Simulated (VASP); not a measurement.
A run of VASP 6.6.1:

File INCAR:

```
SYSTEM = Ge
PREC = Accurate
ENCUT = 520
EDIFF = 1E-6
ISMEAR = -1
SIGMA = 0.08
LREAL = .False.
LASPH = .True.
NELM = 80
ALGO = Normal
ISIF = 2
LWAVE = .False.
LCHARG = .True.
GGA = CA
LELF = .True.
LVHAR = .True.
NBANDS = 28
```

Contents of KPOINTS:

```
regular mesh
0
Gamma
  8 8 11
  0 0 0
```

Contents of POSCAR:

```
Ge
1.0
    4.7676269446      0.0000000000      0.0000000000
   -2.3838134723      4.1288860498      0.0000000000
    0.0000000000      0.0000000000      2.6900827912
Ge
3
Direct
    0.0000000000      0.0000000000      0.0000000000
    0.3333333333      0.6666666667      0.5000000000
    0.6666666667      0.3333333333      0.5000000000
```

Potentials or basis: VASP PAW LDA potentials, release 64 (Ge_d).

The run is started by

```sh
$ cat potpaw_LDA.64/Ge_d/POTCAR > POTCAR
$ mpirun -np 1 vasp_std > vasp.out
```

Hardware: 1 thread of Intel Xeon 8259CL (shared host).

**Question.** Estimate the wall time of this run.

**Answer.** Wall time 81 s on 1 thread of Intel Xeon 8259CL, with other jobs on the host, peak memory 0.19 GiB. Counts: scf iterations 11, k points 60.
